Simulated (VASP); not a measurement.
Input of a VASP 6.6.1 run:

The input INCAR:

```
SYSTEM = Si2W
PREC = Accurate ; ENCUT = 520
EDIFF = 1E-7 ; ISMEAR = -1
SIGMA = 0.05 ; LREAL = .FALSE.
LASPH = .TRUE. ; NELM = 100
ALGO = Normal ; ISIF = 2
LWAVE = .FALSE. ; LCHARG = .TRUE.
GGA = PE ; LELF = .TRUE.
LVHAR = .TRUE. ; NBANDS = 18
ISYM = 0
```

Contents of KPOINTS:

```
regular mesh
0
G
  11 11 14
  0 0 0
```

The input POSCAR:

```
Si2W
1.0
   -1.6060000000      1.6060000000      4.0188000000
    1.6060000000     -1.6060000000      4.0188000000
    1.6060000000      1.6060000000     -4.0188000000
Si W
2 1
Direct
    0.3330000000      0.3330000000      0.0000000000
    0.6670000000      0.6670000000      0.0000000000
    0.0000000000      0.0000000000      0.0000000000
```

Potentials or basis: VASP PAW PBE potentials, release 64 (Si, W_sv).

Run with:

```sh
$ cat potpaw_PBE.64/Si/POTCAR potpaw_PBE.64/W_sv/POTCAR > POTCAR
$ mpirun -np 1 vasp_std > vasp.out
```

Q: Estimate the largest force.

A: 0.249 eV/Å.

Q: What does it give for the band gap on the k mesh?

A: Zero (band 11 reaches 12.43 eV, above the bottom of band 12 at 11.08 eV).

Q: What does it give for the pressure?

A: -2.8 GPa.

Forces on the atoms (eV/Å):
```
Si   0.000  0.000  0.249
Si   0.000  0.000 -0.249
W    0.000  0.000  0.000
```

Caveat: the cell differs from its parent crystal (zz strain of +2 %); spin-orbit coupling is left out, which moves the levels of the heavy elements.
